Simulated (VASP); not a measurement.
# MgB15N15 (a cell with a defect) in VASP: a series of runs

Aim: see how the results for MgB15N15 (a cell with a defect) move with the level of theory and the settings. Levels: HSE06, PBE. Tasks: single point.

All numbers are computed with VASP 6.6.1; they aren't measurements. Logs are shortened: lines on timing, memory, paths and dates and some standing lists are left out, and cuts for length are marked.

### 1 The cell of the first run

The cell holds a defect, 31 atoms: a = 6.277 Å, b = 6.277 Å, c = 6.277 Å, α = 109.47°, β = 109.47°, γ = 109.47°.

### 2 Single point, HSE06

File POSCAR:

```
MgB15N15
1.0
   -3.6241103844      3.6241103844     -3.6241103844
    3.6241103844      3.6241103844      3.6241103844
    3.6241103844     -3.6241103844     -3.6241103844
B Mg N
15 1 15
Direct
   -0.0054315652     -0.0051565760     -0.0216696841
    0.0082216797      0.2542055194      0.7573481480
    0.0082209004      0.5075250713      0.5040240317
   -0.0054330746      0.7285036811      0.2446580816
    0.2539297786      0.0085002721      0.7573459937
    0.2539257709      0.5075267638      0.2583136714
    0.2497869760      0.7516036383      0.0014200960
    0.5072439755      0.0084978320      0.5040217473
    0.5072467768      0.2542067386      0.2583146898
    0.4979436993      0.4982244044      0.0021748727
    0.4979458723      0.7523534517      0.7480390618
    0.7282258173     -0.0051534869      0.2446625832
    0.7513264419      0.2500693409      0.0014213965
    0.7520737666      0.4982195312      0.7480349219
    0.7513272511      0.7516061351      0.4998838857
    0.1832467260      0.1835135079      0.4333582305
   -0.0003886273      0.2505168556      0.0068923423
    0.0076586617      0.5054241829      0.7552389631
   -0.0003842175      0.7570783321      0.5003343938
    0.2502380997     -0.0001116258      0.0068875506
    0.2524919628      0.2527730387      0.7800121823
    0.2524885524      0.5301870847      0.5025821622
    0.2502399219      0.7570735263      0.2497064385
    0.5051498604      0.0079367753      0.7552431011
    0.5299080642      0.2527710803      0.5025812468
    0.5051462106      0.5054267557      0.2577549268
    0.5007941721      0.7510277839      0.0008430246
    0.7567986783     -0.0001097526      0.5003325959
    0.7567995857      0.2505195718      0.2497066613
    0.7507480301      0.5010693516      0.0008435732
    0.7507480111      0.7510265596      0.7508853496
```

File INCAR.step1:

```
  PREC = Accurate
  ENCUT = 520
  EDIFF = 1E-5
  ISMEAR = -1
  SIGMA = 0.01
  LREAL = Auto
  LASPH = True
  NELM = 60
  ALGO = Normal
  ISIF = 2
  LWAVE = True
  NBANDS = 82
  GGA = PE
```

File INCAR.step2:

```
  PREC = Accurate
  ENCUT = 520
  EDIFF = 1E-6
  ISMEAR = -1
  SIGMA = 0.01
  LREAL = Auto
  LASPH = True
  NELM = 60
  ALGO = Normal
  ISIF = 2
  LWAVE = False
  LCHARG = True
  GGA = PE
  LHFCALC = True
  HFSCREEN = 0.2079
  PRECFOCK = Fast
  LELF = True
  LVHAR = True
  NBANDS = 82
  ISTART = 1
```

File KPOINTS:

```
Automatic mesh
0
Gamma
  1 1 1
  0.25 0.25 0.25
```

Potentials or basis: VASP PAW PBE potentials, release 64 (B, Mg, N).

Launch:

```bash
$ cat potpaw_PBE.64/B/POTCAR potpaw_PBE.64/Mg/POTCAR potpaw_PBE.64/N/POTCAR > POTCAR
$ cp INCAR.step1 INCAR
$ mpirun -np 1 vasp_std > vasp.out
$ cp INCAR.step2 INCAR
$ mpirun -np 1 vasp_std > vasp.out
```

OUTCAR:

```text
PREC = Accurate
   ENCUT = 520
   EDIFF = 1E-6
   ISMEAR = -1
   LREAL = Auto
   LASPH = True
   NELM = 60
   ISIF = 2
   GGA = PE
   LHFCALC = True
   HFSCREEN = 0.2079
   PRECFOCK = Fast
   ISTART = 1

 ion  position               nearest neighbor table
   1  0.995  0.995  0.978-  31 1.50  20 1.54  17 1.54  16 2.35
   2  0.008  0.254  0.757-  21 1.50  18 1.58  17 1.59  28 1.60  16 2.60
   3  0.008  0.508  0.504-  22 1.50  18 1.58  19 1.59  29 1.60  16 2.60
   4  0.995  0.729  0.245-  30 1.50  23 1.54  19 1.54  16 2.35
   5  0.254  0.009  0.757-  21 1.50  24 1.58  20 1.59  19 1.60  16 2.60
   6  0.254  0.508  0.258-  22 1.50  26 1.58  23 1.59  17 1.60  16 2.60
   7  0.250  0.752  0.001-  18 1.54  20 1.55  23 1.55  27 1.58
   8  0.507  0.008  0.504-  25 1.50  24 1.58  28 1.59  23 1.60  16 2.60
   9  0.507  0.254  0.258-  25 1.50  26 1.58  29 1.59  20 1.60  16 2.60
  10  0.498  0.498  0.002-  21 1.50  26 1.57  27 1.58  30 1.58
  11  0.498  0.752  0.748-  22 1.50  24 1.57  31 1.58  27 1.58
  12  0.728  0.995  0.245-  27 1.50  28 1.54  29 1.54  16 2.35
  13  0.751  0.250  0.001-  24 1.54  29 1.55  17 1.55  30 1.58
  14  0.752  0.498  0.748-  25 1.50  18 1.57  31 1.58  30 1.58
  15  0.751  0.752  0.500-  26 1.54  28 1.55  19 1.55  31 1.58
  16  0.183  0.184  0.433-  21 1.93  25 1.93  22 1.93   4 2.35  12 2.35   1 2.35   5 2.60   8 2.60
                             2 2.60   3 2.60   9 2.60   6 2.60
  17  1.000  0.251  0.007-   1 1.54  13 1.55   2 1.59   6 1.60
  18  0.008  0.505  0.755-   7 1.54  14 1.57   3 1.58   2 1.58
  19  1.000  0.757  0.500-   4 1.54  15 1.55   3 1.59   5 1.60
  20  0.250  1.000  0.007-   1 1.54   7 1.55   5 1.59   9 1.60
  21  0.252  0.253  0.780-   2 1.50   5 1.50  10 1.50  16 1.93
  22  0.252  0.530  0.503-   6 1.50   3 1.50  11 1.50  16 1.93
  23  0.250  0.757  0.250-   4 1.54   7 1.55   6 1.59   8 1.60
  24  0.505  0.008  0.755-  13 1.54  11 1.57   8 1.58   5 1.58
  25  0.530  0.253  0.503-   9 1.50   8 1.50  14 1.50  16 1.93
  26  0.505  0.505  0.258-  15 1.54  10 1.57   6 1.58   9 1.58
  27  0.501  0.751  0.001-  12 1.50   7 1.58  11 1.58  10 1.58
  28  0.757  1.000  0.500-  12 1.54  15 1.55   8 1.59   2 1.60
  29  0.757  0.251  0.250-  12 1.54  13 1.55   9 1.59   3 1.60
  30  0.751  0.501  0.001-   4 1.50  13 1.58  10 1.58  14 1.58
  31  0.751  0.751  0.751-   1 1.50  15 1.58  11 1.58  14 1.58

  LATTYP: Found a body centered cubic cell.
 ALAT       =     7.2482207688

  Lattice vectors:

 A1 = (  -3.6241103844,   3.6241103844,  -3.6241103844)
 A2 = (   3.6241103844,   3.6241103844,   3.6241103844)
 A3 = (   3.6241103844,  -3.6241103844,  -3.6241103844)

Analysis of symmetry for initial positions (statically):
=====================================================================
 Subroutine PRICEL returns:
 Original cell was already a primitive cell.

 Routine SETGRP: Setting up the symmetry group for a
 body centered cubic supercell.

 Subroutine GETGRP returns: Found  1 space group operations
 (whereof  1 operations were pure point group operations)
 out of a pool of 48 trial point group operations.

The static configuration has the point symmetry C_1 .

Analysis of symmetry for dynamics (positions and initial velocities):
=====================================================================
 Subroutine PRICEL returns:
 Original cell was already a primitive cell.

 Routine SETGRP: Setting up the symmetry group for a
 body centered cubic supercell.

 Subroutine GETGRP returns: Found  1 space group operations
 (whereof  1 operations were pure point group operations)
 out of a pool of 48 trial point group operations.

The dynamic configuration has the point symmetry C_1 .

 Subroutine INISYM returns: Found  1 space group operations
 (whereof  1 operations are pure point group operations),
 and found     1 'primitive' translations

----------------------------------------------------------------------------------------

                                     Primitive cell

  volume of cell :     190.3988

  direct lattice vectors                    reciprocal lattice vectors
    -3.624110384  3.624110384 -3.624110384     0.000000000  0.137964893 -0.137964893
     3.624110384  3.624110384  3.624110384     0.137964893  0.137964893  0.000000000
     3.624110384 -3.624110384 -3.624110384     0.137964893  0.000000000 -0.137964893

  length of vectors
     6.277143318  6.277143318  6.277143318     0.195111822  0.195111822  0.195111822

  position of ions in fractional coordinates (direct lattice)
     0.994568435  0.994843424  0.978330316
     0.008221680  0.254205519  0.757348148
     0.008220900  0.507525071  0.504024032
     0.994566925  0.728503681  0.244658082
     0.253929779  0.008500272  0.757345994
     0.253925771  0.507526764  0.258313671
[... 23 lines left out ...]
     0.750748030  0.501069352  0.000843573
     0.750748011  0.751026560  0.750885350

  ion indices of the primitive-cell ions
   primitive index   ion index
                 1           1
                 2           2
                 3           3
                 4           4
                 5           5
                 6           6
[... 23 lines left out ...]
                30          30
                31          31

----------------------------------------------------------------------------------------

 KPOINTS: Automatic mesh

Automatic generation of k-mesh.
 Grid dimensions read from file:
 generate k-points for:    1    1    1

 Generating k-lattice:

  Cartesian coordinates                     Fractional coordinates (reciprocal lattice)
     0.000000000  0.137964893 -0.137964893     1.000000000  0.000000000  0.000000000
     0.137964893  0.137964893  0.000000000     0.000000000  1.000000000  0.000000000
     0.137964893  0.000000000 -0.137964893     0.000000000  0.000000000  1.000000000

  Length of vectors
     0.195111822  0.195111822  0.195111822

  Shift w.r.t. Gamma in fractional coordinates (k-lattice)
     0.250000000  0.250000000  0.250000000

 Subroutine IBZKPT returns following result:
 ===========================================

 Found      1 irreducible k-points:

 Following reciprocal coordinates:
            Coordinates               Weight
  0.250000  0.250000  0.250000      2.000000
   k-points           NKPTS =      1   k-points in BZ     NKDIM =      2   number of bands    NBANDS=     82
   number of dos      NEDOS =    301   number of ions     NIONS =     31
   total plane-waves  NPLWV = 110592
   dimension x,y,z NGX =    48 NGY =   48 NGZ =   48
   dimension x,y,z NGXF=    96 NGYF=   96 NGZF=   96
   ions per type =              15   1  15
   NGX,Y,Z   is equivalent  to a cutoff of  12.71, 12.71, 12.71 a.u.
   NGXF,Y,Z  is equivalent  to a cutoff of  25.42, 25.42, 25.42 a.u.
 SYSTEM =  unknown system
   PREC   = accura    normal or accurate (medium, high low for compatibility)
   ISTART =      1    job   : 0-new  1-cont  2-samecut
   ICHARG =      0    charge: 1-file 2-atom 10-const
   ISPIN  =      1    spin polarized calculation?
   LNONCOLLINEAR =      F non collinear calculations
   LSORBIT =      F    spin-orbit coupling
   LASPH  =      T    aspherical Exc in radial PAW
   ENCUT  =  520.0 eV  38.22 Ry    6.18 a.u.  11.67 11.67 11.67*2*pi/ulx,y,z
   NELM   =     60;   NELMIN=  2; NELMDL=  0     # of ELM steps
   EDIFF  = 0.1E-05   stopping-criterion for ELM
   LREAL  =      T    real-space projection
   EDIFFG = 0.1E-04   stopping-criterion for IOM
   NSW    =      0    number of steps for IOM
   IBRION =     -1    ionic relax: 0-MD 1-quasi-New 2-CG
   NFREE  =      0    steps in history (QN), initial steepest desc. (CG)
   ISIF   =      2    stress and relaxation
   ISYM   =      3    0-nonsym 1-usesym 2-fastsym
   POTIM  = 0.5000    time-step for ionic-motion
   TEBEG  =    0.0;   TEEND  =   0.0 temperature during run
   PSTRESS=    0.0 pullay stress
   NELECT =     122.0000    total number of electrons
   NUPDOWN=      -1.0000    fix difference up-down
   EMIN   =  10.00;   EMAX   =-10.00  energy-range for DOS
   EFERMI =   0.00;   METHOD = LEGACY
   ISMEAR =    -1;   SIGMA  =   0.01  broadening in eV -4-tet -1-fermi 0-gaus
   EFERMI_NEDOS =   21; number of points for ismear=-14 and -15
   IALGO  =     38    algorithm
   IMIX   =      1    mixing-type and parameters
     AMIX     =   0.40;   BMIX     =  1.00
     AMIX_MAG =   1.60;   BMIX_MAG =  1.00
  volume/ion in A,a.u.               =       6.14        41.45
  Fermi-wavevector in a.u.,A,eV,Ry     =   1.411367  2.667097 27.102226  1.991957
  Thomas-Fermi vector in A             =   2.533226
   LORBIT       =      0    0 simple, 1 ext, 2 COOP (PROOUT), +10 PAW based schemes
   GGA     = PE    functional components
   LHFCALC =     T    Hartree Fock is set to
   PRECFOCK=fast      Normal, Fast or Accurate (Low or Medium for compatibility)
   ENCUT4O =  -1.0   cutoff for four orbital integrals eV
   NKREDX  =     1    reduce k-point grid by
   NKREDY  =     1    reduce k-point grid by
   NKREDZ  =     1    reduce k-point grid by
   AEXX    =    0.2500 exact exchange contribution
   HFSCREEN=    0.2079 screening length (either q_TF or 0.3 A-1)
   HFSCREENC=   0.2079 screening length for correlation (either q_TF or 0.3 A-1)
   ENCUTFOCK=  -1.0 apply spherical cutoff to Coloumb kernel
   IVDW    =     0    specifies the selected vdW correction
   LEPSILON=     F    determine dielectric tensor
   LRPA    =     F    only Hartree local field effects (RPA)
 non-spin polarized calculation
  energy-cutoff  :      520.00
  volume of cell :      190.40
 maximum number of plane-waves:      5072
 NGX is ok and might be reduce to    48
  NGX = 24; NGY = 24; NGZ = 24

 number of electron     122.0000011 magnetization

 Free energy of the ion-electron system (eV)
  ---------------------------------------------------
  ext. energy  EPLUGINS =         0.00000000
  ---------------------------------------------------
  free energy    TOTEN  =      -301.38128301 eV

  energy without entropy =     -301.38128301  energy(sigma->0) =     -301.38128301

 E-fermi :   6.5501     XC(G=0): -10.3455

 val. band max:        6.2476320727   @ k =   0.2500   0.2500   0.2500
 cond. band min:      11.6335002000   @ k =   0.2500   0.2500   0.2500
 fundamental gap:      5.3858681273
 Fermi energy:         6.5500589732

 k-point     1 :       0.2500    0.2500    0.2500
  band No.  band energies     occupation
      1     -14.3389      2.00000
      2     -14.3389      2.00000
      3     -14.1707      2.00000
      4     -13.4199      2.00000
      5     -11.1068      2.00000
      6     -11.1067      2.00000
[... 65 lines left out ...]
     72      15.9441      0.00000
     73      16.1478      0.00000
 [bands above 73 left out]

------------------------ aborting loop because EDIFF is reached ----------------------------------------

  FORCE on cell =-STRESS in cart. coord.  units (eV):
  Direction    XX          YY          ZZ          XY          YZ          ZX
  --------------------------------------------------------------------------------------
  -------------------------------------------------------------------------------------
  Total        3.5006979      3.4977356      3.5005597     -0.9643350      0.9630456      0.9626319
  in kB       29.4578451     29.4329181     29.4566821     -8.1147338      8.1038836      8.1004027
  external PRESSURE =      29.4491484 kB  Pullay stress =       0.0000000 kB

 VOLUME and BASIS-vectors are now :
 -----------------------------------------------------------------------------
  energy-cutoff  :      520.00
  volume of cell :      190.40
      direct lattice vectors                 reciprocal lattice vectors
    -3.624110384  3.624110384 -3.624110384     0.000000000  0.137964893 -0.137964893
     3.624110384  3.624110384  3.624110384     0.137964893  0.137964893  0.000000000
     3.624110384 -3.624110384 -3.624110384     0.137964893  0.000000000 -0.137964893

 POSITION                                       TOTAL-FORCE (eV/Angst)
 -----------------------------------------------------------------------------------
      3.54657      3.66427     -3.54458        -0.110590      0.031015      0.110751
      3.63619     -1.79365     -1.85324         0.043330     -0.021745     -0.023523
      3.63617      0.04248     -0.01711         0.043177      0.024388      0.022271
     -0.07757      5.35793     -1.85091        -0.110265     -0.110348     -0.030835
      1.85524     -1.79363     -3.63417         0.023361     -0.021913     -0.044194
      1.85524      1.82343     -0.01708         0.023476      0.043209      0.021354
[... 23 lines left out ...]
     -0.90181      4.53367     -0.90792        -0.017215     -0.016820     -0.035427
      2.72230      2.72131     -2.72028        -0.016943      0.035962      0.016559
 -----------------------------------------------------------------------------------
    total drift:                                0.001978      0.001986     -0.002473

  FREE ENERGIE OF THE ION-ELECTRON SYSTEM (eV)
  ---------------------------------------------------
  free  energy   TOTEN  =      -301.3812830106 eV

  energy  without entropy=     -301.3812830106  energy(sigma->0) =     -301.38128301
```

Wall time 2.8 min (1 thread of Intel Xeon Platinum 8488C (Sapphire Rapids), shared host); peak memory 0.47 GiB.

What came out:

```
Free energy            : -301.3813 eV
Pressure               : 2.9 GPa
Largest force          : 0.319 eV/Å
Band gap on the k mesh : 5.39 eV
```

Forces in eV/Å, atoms in the order of the input:
```
B   -0.111  0.031  0.111
B    0.043 -0.022 -0.024
B    0.043  0.024  0.022
B   -0.110 -0.110 -0.031
B    0.023 -0.022 -0.044
B    0.023  0.043  0.021
B   -0.007 -0.002  0.003
B   -0.022  0.024 -0.044
B   -0.022  0.044 -0.023
B    0.025 -0.020 -0.025
B    0.025  0.025  0.020
B    0.030 -0.110  0.110
B   -0.003 -0.003  0.006
B   -0.020  0.025 -0.025
B   -0.002 -0.007  0.003
Mg   0.185  0.186 -0.183
N   -0.013  0.001  0.006
N   -0.001 -0.009  0.008
N   -0.013 -0.006 -0.001
N   -0.005  0.001  0.012
N   -0.007 -0.039  0.006
N   -0.007 -0.007  0.038
N   -0.005 -0.012  0.000
N   -0.009 -0.009  0.002
N   -0.039 -0.008  0.006
N   -0.009 -0.001  0.009
N    0.036 -0.017  0.017
N    0.002 -0.006  0.013
N    0.001 -0.013  0.006
N   -0.017 -0.017 -0.035
N   -0.017  0.036  0.017
```

Levels at points of the mesh, in eV from the valence-band top:
```
           k point  band 59  band 60  band 61  band 62  band 63  band 64
(0.25, 0.25, 0.25)    -0.16    -0.16     0.00     5.39     5.39     8.60
```

Caveat: the k points lie up to 1.23 Å⁻¹ apart, too coarse for converged energies, forces and pressures; the PAW data sets were made with another functional, which shifts forces and pressure a little.

(Part 1 of 2 ends here.)
